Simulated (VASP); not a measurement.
# Ga (I4_1/amd) in VASP: a series of runs

Ga is run at these levels: LDA; tasks: single point.

Program: VASP 6.6.1. These are calculated values, not measurements. Logs are shortened: lines on timing, memory, paths and dates and some standing lists are left out, and cuts for length are marked.

## (1) The cell of the first run

It takes space group I4_1/amd (No. 141, tetragonal). Conventional cell: a = 4.560 Å, b = 4.560 Å, c = 2.381 Å, α = 90.00°, β = 90.00°, γ = 90.00°. Within 3.1 Å of Ga (site symmetry -4m2) lie 10 Ga at 2.36 to 2.90 Å.

## (2) Single point, LDA

File INCAR:

```
PREC = Accurate
ENCUT = 520
EDIFF = 1E-6
ISMEAR = -1
SIGMA = 0.08
LREAL = F
LASPH = T
NELM = 60
ALGO = Normal
ISIF = 2
LWAVE = F
LCHARG = F
GGA = CA
NBANDS = 20
```

File KPOINTS:

```
regular mesh
0
Gamma
  17 17 17
```

File POSCAR:

```
Ga
1.0
   -2.2802105857      2.2802105857      1.1902971815
    2.2802105857     -2.2802105857      1.1902971815
    2.2802105857      2.2802105857     -1.1902971815
Ga
2
Direct
   -0.3750000000     -0.1250000000     -0.2500000000
    0.3750000000      0.1250000000      0.2500000000
```

Potentials or basis: VASP PAW LDA potentials, release 64 (Ga_d).

Launch:

```bash
cat potpaw_LDA.64/Ga_d/POTCAR > POTCAR
mpirun -np 1 vasp_std > vasp.out
```

OUTCAR:

```text
PREC = Accurate
   ENCUT = 520
   EDIFF = 1E-6
   ISMEAR = -1
   LREAL = F
   LASPH = T
   NELM = 60
   ISIF = 2
   GGA = CA

 ion  position               nearest neighbor table
   1  0.625  0.875  0.750-   2 2.36   2 2.36   2 2.36   2 2.36   2 2.90   2 2.90   2 2.90   2 2.90

   2  0.375  0.125  0.250-   1 2.36   1 2.36   1 2.36   1 2.36   1 2.90   1 2.90   1 2.90   1 2.90

  LATTYP: Found a body centered tetragonal cell.
 ALAT       =     4.5604211714
 C/A-ratio  =     0.5220119532

  Lattice vectors:

 A1 = (  -2.2802105857,   2.2802105857,   1.1902971815)
 A2 = (   2.2802105857,  -2.2802105857,   1.1902971815)
 A3 = (   2.2802105857,   2.2802105857,  -1.1902971815)

Analysis of symmetry for initial positions (statically):
=====================================================================
 Subroutine PRICEL returns:
 Original cell was already a primitive cell.

 Routine SETGRP: Setting up the symmetry group for a
 body centered tetragonal supercell.

 Subroutine GETGRP returns: Found 16 space group operations
 (whereof  4 operations were pure point group operations)
 out of a pool of 16 trial point group operations.

The static configuration has the point symmetry C_2h.
 The point group associated with its full space group is D_4h.

Analysis of symmetry for dynamics (positions and initial velocities):
=====================================================================
 Subroutine PRICEL returns:
 Original cell was already a primitive cell.

 Routine SETGRP: Setting up the symmetry group for a
 body centered tetragonal supercell.

 Subroutine GETGRP returns: Found 16 space group operations
 (whereof  4 operations were pure point group operations)
 out of a pool of 16 trial point group operations.

The dynamic configuration has the point symmetry C_2h.
 The point group associated with its full space group is D_4h.

 Subroutine INISYM returns: Found 16 space group operations
 (whereof  4 operations are pure point group operations),
 and found     1 'primitive' translations

----------------------------------------------------------------------------------------

                                     Primitive cell

  volume of cell :      24.7551

  direct lattice vectors                    reciprocal lattice vectors
    -2.280210586  2.280210586  1.190297182     0.000000000  0.219277993  0.420063164
     2.280210586 -2.280210586  1.190297182     0.219277993  0.000000000  0.420063164
     2.280210586  2.280210586 -1.190297182     0.219277993  0.219277993  0.000000000

  length of vectors
     3.437372254  3.437372254  3.437372254     0.473852192  0.473852192  0.310105911

  position of ions in fractional coordinates (direct lattice)
     0.625000000  0.875000000  0.750000000
     0.375000000  0.125000000  0.250000000

  ion indices of the primitive-cell ions
   primitive index   ion index
                 1           1
                 2           2

----------------------------------------------------------------------------------------

 KPOINTS: regular mesh

Automatic generation of k-mesh.
 Grid dimensions read from file:
 generate k-points for:   17   17   17

 Generating k-lattice:

  Cartesian coordinates                     Fractional coordinates (reciprocal lattice)
     0.000000000  0.012898705  0.024709598     0.058823529 -0.000000000  0.000000000
     0.012898705  0.000000000  0.024709598    -0.000000000  0.058823529  0.000000000
     0.012898705  0.012898705  0.000000000     0.000000000  0.000000000  0.058823529

  Length of vectors
     0.027873658  0.027873658  0.018241524

  Shift w.r.t. Gamma in fractional coordinates (k-lattice)
     0.000000000  0.000000000  0.000000000

 Subroutine IBZKPT returns following result:
 ===========================================

 Found    405 irreducible k-points:

 Following reciprocal coordinates:
            Coordinates               Weight
  0.000000  0.000000  0.000000      1.000000
  0.058824 -0.000000  0.000000      8.000000
  0.117647 -0.000000  0.000000      8.000000
  0.176471  0.000000  0.000000      8.000000
  0.235294 -0.000000  0.000000      8.000000
  0.294118 -0.000000  0.000000      8.000000
[... 16 lines left out ...]
 -0.176471  0.058824  0.000000     16.000000
 -0.117647  0.058824  0.000000     16.000000
 [... further k-points ...]
   k-points           NKPTS =    405   k-points in BZ     NKDIM =    405   number of bands    NBANDS=     20
   number of dos      NEDOS =    301   number of ions     NIONS =      2
   total plane-waves  NPLWV =  21952
   dimension x,y,z NGX =    28 NGY =   28 NGZ =   28
   dimension x,y,z NGXF=    56 NGYF=   56 NGZF=   56
   ions per type =               2
   NGX,Y,Z   is equivalent  to a cutoff of  13.54, 13.54, 13.54 a.u.
   NGXF,Y,Z  is equivalent  to a cutoff of  27.08, 27.08, 27.08 a.u.
 SYSTEM =  unknown system
   PREC   = accura    normal or accurate (medium, high low for compatibility)
   ISTART =      0    job   : 0-new  1-cont  2-samecut
   ICHARG =      2    charge: 1-file 2-atom 10-const
   ISPIN  =      1    spin polarized calculation?
   LNONCOLLINEAR =      F non collinear calculations
   LSORBIT =      F    spin-orbit coupling
   LASPH  =      T    aspherical Exc in radial PAW
   ENCUT  =  520.0 eV  38.22 Ry    6.18 a.u.   6.39  6.39  6.39*2*pi/ulx,y,z
   NELM   =     60;   NELMIN=  2; NELMDL= -5     # of ELM steps
   EDIFF  = 0.1E-05   stopping-criterion for ELM
   LREAL  =      F    real-space projection
   EDIFFG = 0.1E-04   stopping-criterion for IOM
   NSW    =      0    number of steps for IOM
   IBRION =     -1    ionic relax: 0-MD 1-quasi-New 2-CG
   NFREE  =      0    steps in history (QN), initial steepest desc. (CG)
   ISIF   =      2    stress and relaxation
   ISYM   =      2    0-nonsym 1-usesym 2-fastsym
   POTIM  = 0.5000    time-step for ionic-motion
   TEBEG  =    0.0;   TEEND  =   0.0 temperature during run
   PSTRESS=    0.0 pullay stress
   NELECT =      26.0000    total number of electrons
   NUPDOWN=      -1.0000    fix difference up-down
   EMIN   =  10.00;   EMAX   =-10.00  energy-range for DOS
   EFERMI =   0.00;   METHOD = LEGACY
   ISMEAR =    -1;   SIGMA  =   0.08  broadening in eV -4-tet -1-fermi 0-gaus
   EFERMI_NEDOS =   21; number of points for ismear=-14 and -15
   IALGO  =     38    algorithm
   IMIX   =      4    mixing-type and parameters
     AMIX     =   0.40;   BMIX     =  1.00
     AMIX_MAG =   1.60;   BMIX_MAG =  1.00
  volume/ion in A,a.u.               =      12.38        83.53
  Fermi-wavevector in a.u.,A,eV,Ry     =   1.664093  3.144679 37.677314  2.769204
  Thomas-Fermi vector in A             =   2.750696
   LORBIT       =      0    0 simple, 1 ext, 2 COOP (PROOUT), +10 PAW based schemes
   GGA     = CA    functional components
   LHFCALC =     F    Hartree Fock is set to
   AEXX    =    0.0000 exact exchange contribution
   IVDW    =     0    specifies the selected vdW correction
   LEPSILON=     F    determine dielectric tensor
   LRPA    =     F    only Hartree local field effects (RPA)
 non-spin polarized calculation
  energy-cutoff  :      520.00
  volume of cell :       24.76
 maximum number of plane-waves:       685
 NGX is ok and might be reduce to    28
   NGX = 13   NGY = 13   NGZ = 13

 number of electron      25.9999998 magnetization

 Free energy of the ion-electron system (eV)
  ---------------------------------------------------
  ext. energy  EPLUGINS =         0.00000000
  ---------------------------------------------------
  free energy    TOTEN  =        -5.70606690 eV

  energy without entropy =       -5.69086806  energy(sigma->0) =       -5.69846748

 E-fermi :   9.8615     XC(G=0): -13.6106

 val. band max:        9.8490678665   @ k =  -0.3529  -0.3529   0.1765
 cond. band min:       9.8667013951   @ k =  -0.1176  -0.2941   0.1176
 fundamental gap:      0.0176335285
 Fermi energy:         9.8615219675

 k-point     1 :       0.0000    0.0000    0.0000
  band No.  band energies     occupation
      1      -6.4104      2.00000
      2      -6.3225      2.00000
      3      -6.2369      2.00000
      4      -6.2269      2.00000
      5      -5.3889      2.00000
      6      -5.3889      2.00000
[... 12 lines left out ...]
     19      27.1981      0.00000
     20      27.4257      0.00000

 k-point     2 :       0.0588   -0.0000    0.0000
  band No.  band energies     occupation
      1      -6.4064      2.00000
      2      -6.3070      2.00000
      3      -6.1983      2.00000
      4      -6.1944      2.00000
      5      -5.4351      2.00000
      6      -5.4338      2.00000
[... 12 lines left out ...]
     19      25.8251      0.00000
     20      26.7583      0.00000

 k-point     3 :       0.1176   -0.0000    0.0000
  band No.  band energies     occupation
      1      -6.3873      2.00000
      2      -6.2628      2.00000
      3      -6.1240      2.00000
      4      -6.0826      2.00000
      5      -5.5219      2.00000
      6      -5.5092      2.00000
[... 12 lines left out ...]
     19      23.6916      0.00000
     20      25.4777      0.00000

 k-point     4 :       0.1765    0.0000    0.0000
  band No.  band energies     occupation
      1      -6.3508      2.00000
      2      -6.1969      2.00000
      3      -6.0357      2.00000
      4      -5.9305      2.00000
      5      -5.6318      2.00000
      6      -5.5755      2.00000
[... 12 lines left out ...]
     19      22.2190      0.00000
     20      24.7317      0.00000

 k-point     5 :       0.2353   -0.0000    0.0000
  band No.  band energies     occupation
      1      -6.3058      2.00000
      2      -6.1245      2.00000
      3      -5.9880      2.00000
      4      -5.7932      2.00000
      5      -5.7439      2.00000
      6      -5.5841      2.00000
[... 12 lines left out ...]
     19      20.3334      0.00000
     20      23.5457      0.00000
[... 353 lines left out ...]
      6      -5.5602      2.00000
[... 12 lines left out ...]
     19      20.9441      0.00000
     20      24.3603      0.00000

 k-point    22 :      -0.2353    0.0588    0.0000
  band No.  band energies     occupation
      1      -6.3258      2.00000
      2      -6.1624      2.00000
      3      -6.0506      2.00000
      4      -5.9496      2.00000
      5      -5.6192      2.00000
      6      -5.5413      2.00000
[... 12 lines left out ...]
     19      22.6249      0.00000
     20      24.6936      0.00000

 k-point    23 :      -0.1765    0.0588    0.0000
  band No.  band energies     occupation
      1      -6.3660      2.00000
      2      -6.2328      2.00000
      3      -6.1326      2.00000
      4      -6.0929      2.00000
      5      -5.5172      2.00000
      6      -5.4920      2.00000
[... 12 lines left out ...]
     19      23.4707      0.00000
     20      25.8474      0.00000

 k-point    24 :      -0.1176    0.0588    0.0000
  band No.  band energies     occupation
      1      -6.3911      2.00000
      2      -6.2854      2.00000
      3      -6.2038      2.00000
      4      -6.1995      2.00000
      5      -5.4359      2.00000
      6      -5.4261      2.00000
[... 12 lines left out ...]
     19      25.6342      0.00000
     20      27.5821      0.00000

 [... further k-points ...]

------------------------ aborting loop because EDIFF is reached ----------------------------------------

  FORCE on cell =-STRESS in cart. coord.  units (eV):
  Direction    XX          YY          ZZ          XY          YZ          ZX
  --------------------------------------------------------------------------------------
  -------------------------------------------------------------------------------------
  Total        8.9107639      8.9107639      8.9026521      0.0000000      0.0000000     -0.0000000
  in kB      576.7136171    576.7136171    576.1886170      0.0000000      0.0000000     -0.0000000
  external PRESSURE =     576.5386171 kB  Pullay stress =       0.0000000 kB

 VOLUME and BASIS-vectors are now :
 -----------------------------------------------------------------------------
  energy-cutoff  :      520.00
  volume of cell :       24.76
      direct lattice vectors                 reciprocal lattice vectors
    -2.280210586  2.280210586  1.190297182     0.000000000  0.219277993  0.420063164
     2.280210586 -2.280210586  1.190297182     0.219277993  0.000000000  0.420063164
     2.280210586  2.280210586 -1.190297182     0.219277993  0.219277993  0.000000000

 POSITION                                       TOTAL-FORCE (eV/Angst)
 -----------------------------------------------------------------------------------
      2.28021      1.14011      0.89272         0.000000     -0.000000     -0.000000
      0.00000      1.14011      0.29757        -0.000000      0.000000      0.000000
 -----------------------------------------------------------------------------------
    total drift:                                0.000000      0.000000     -0.000000

  FREE ENERGIE OF THE ION-ELECTRON SYSTEM (eV)
  ---------------------------------------------------
  free  energy   TOTEN  =        -5.7060668962 eV

  energy  without entropy=       -5.6908680586  energy(sigma->0) =       -5.69846748
```

It took 2.4 min on 1 thread of Intel Xeon Platinum 8259CL at 2.50GHz (Skylake/Cascade Lake), shared host; peak memory 0.27 GiB.

Results:

```
Free energy            : -5.7061 eV
Pressure               : 57.7 GPa
Band gap on the k mesh : zero (bands 13 and 14 overlap by 10.43 eV)
```

Levels at points of the mesh, in eV from the Fermi level:
```csv
k point,band 10,band 11,band 12,band 13,band 14,band 15,band 16,band 17
"(0.00, 0.00, 0.00)",-14.77,-14.71,-1.20,-1.20,1.30,4.48,13.23,13.23
```

Caveat: the cell stands under pressure.

## (3) Single point, LDA

File INCAR:

```
SYSTEM = Ga
PREC     = Accurate       ! precision mode
ENCUT    = 520            ! plane-wave cutoff, eV
EDIFF    = 1E-6           ! SCF threshold, eV
ISMEAR   = -1             ! smearing method
SIGMA    = 0.08           ! smearing width, eV
LREAL    = .FALSE.        ! projectors in reciprocal space
LASPH    = .TRUE.         ! aspherical terms in the spheres
NELM     = 100            ! most SCF steps
ALGO     = Normal         ! electronic algorithm
ISIF     = 2              ! what is computed and relaxed
LWAVE    = .FALSE.        ! write WAVECAR
LCHARG   = .FALSE.        ! write CHGCAR
GGA      = CA             ! functional
NBANDS   = 20             ! bands
```

File KPOINTS:

```
Automatic mesh
0
G
  17 17 17
  0 0 0
```

File POSCAR:

```
Ga
1.0
   -2.2804837278      2.2804837278      1.1904008242
    2.2804837278     -2.2804837278      1.1904008242
    2.2804837278      2.2804837278     -1.1904008242
Ga
2
Direct
   -0.3750000000     -0.1250000000     -0.2500000000
    0.3750000000      0.1250000000      0.2500000000
```

Potentials or basis: VASP PAW LDA potentials, release 64 (Ga_d).

Launch:

```bash
cat potpaw_LDA.64/Ga_d/POTCAR > POTCAR
mpirun -np 1 vasp_std > vasp.out
```

Wall time 2.2 min (1 thread of Intel Xeon Platinum 8259CL at 2.50GHz (Skylake/Cascade Lake), shared host); peak memory 0.27 GiB.

Results (log left out):

| Property | Result |
| --- | --- |
| Free energy | -5.7090 eV |
| Pressure | 57.6 GPa |
| Band gap on the k mesh | zero (bands 13 and 14 overlap by 10.42 eV) |

Levels at points of the mesh, in eV from the Fermi level:
```tsv
k point	band 11	band 12	band 13	band 14	band 15	band 16
(0.00, 0.00, 0.00)	-14.70	-1.20	-1.20	1.30	4.48	13.23
```

Caveat: the cell stands under pressure.
